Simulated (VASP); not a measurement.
Si:

```
Si
1.0
     0.00000    2.77523    2.77523
     2.77523    0.00000    2.77523
     2.77523    2.77523    0.00000
Si
2
Cartesian
  2.7752 2.7752 2.7752
  4.1629 4.1629 4.1629
```

Base run:

```yaml
Program: VASP 6.6.1
Functional: BLYP
Dispersion: D4
Potentials_or_basis: VASP PAW PBE potentials, release 64 (Si)
Cutoff: 520 eV
k_mesh: 8 × 8 × 8
Occupations: fermi-dirac, width 0.05 eV
Spin: no spin polarisation
```

Its results: band gap on the k mesh 0.93 eV, indirect (least direct gap 2.51 eV); pressure -5.0 GPa.

Q: After a change of settings the same cell gave: band gap on the k mesh 0.76 eV, indirect (least direct gap 2.51 eV); pressure -6.8 GPa. Which change was it?
A. functional from BLYP to revPBE
B. functional from BLYP to PBE; dispersion from D4 to none
C. functional from BLYP to r2SCAN
D. functional from BLYP to revPBE; dispersion from D4 to none

A: A.

Caveats: the PAW data sets were made with another functional, which shifts forces and pressure a little.
